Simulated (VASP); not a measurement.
Cd2SeO: single point with PBE

Crystal: Cd2SeO.

```
O Cd Se
1.0
     4.10609    0.00000    0.00000
     0.00000    4.10609    0.00000
     0.00000    0.00000    5.64802
O Cd Se
1 2 1
Direct
  0.00000 0.00000 0.00000
  0.00000 0.50000 0.80714
  0.50000 0.00000 0.19286
  0.50000 0.50000 0.50000
```

This cell differs from its parent crystal: volume changed by +6%.

```
Program                : VASP 6.6.1
Task                   : single point
Functional             : PBE
Potentials or basis    : VASP PAW PBE potentials, release 64 (O, Cd, Se)
Cutoff                 : 520 eV
k mesh                 : 6 × 6 × 4
Occupations            : fermi-dirac, width 0.02 eV
Spin                   : no spin polarisation
Dipole correction      : no
Further INCAR settings : ALGO = Normal; EDIFF = 1e-06; NBANDS = 26
```

- Pressure: -2.8 GPa
- Largest force: 0.078 eV/Å
- Band gap on the k mesh: zero (filled and empty bands touch)

Forces in eV/Å, atoms in the order of the input:
```
O    0.000  0.000  0.000
Cd   0.000  0.000 -0.078
Cd   0.000  0.000  0.078
Se   0.000  0.000  0.000
```

Stress tensor (GPa, compression positive):
```
-2.88  0.00  0.00
 0.00 -2.88  0.00
 0.00  0.00 -2.74
```

Levels at points of the mesh, in eV from the Fermi level:
| k point | band 16 | band 17 | band 18 | band 19 | band 20 | band 21 |
| --- | --- | --- | --- | --- | --- | --- |
| (0.00, 0.00, 0.00) | -0.60 | -0.32 | -0.03 | -0.03 | 4.13 | 4.73 |
| (0.50, 0.00, 0.00) | -1.61 | -1.52 | -0.12 | 2.91 | 3.25 | 5.29 |
| (0.50, 0.50, 0.00) | -1.62 | -1.62 | -1.38 | 2.83 | 3.93 | 4.57 |
| (0.00, 0.00, 0.50) | -1.70 | -0.29 | -0.29 | 2.33 | 3.13 | 5.45 |
| (0.50, 0.00, 0.50) | -0.86 | -0.84 | -0.07 | 1.58 | 3.82 | 5.14 |
| (0.50, 0.50, 0.50) | -1.99 | -1.93 | -1.93 | 4.22 | 4.22 | 5.13 |

Run time: 29 s on 1 thread of Intel(R) Xeon(R) 6975P-C (Granite Rapids), with other jobs on the host, peak memory 0.23 GiB.
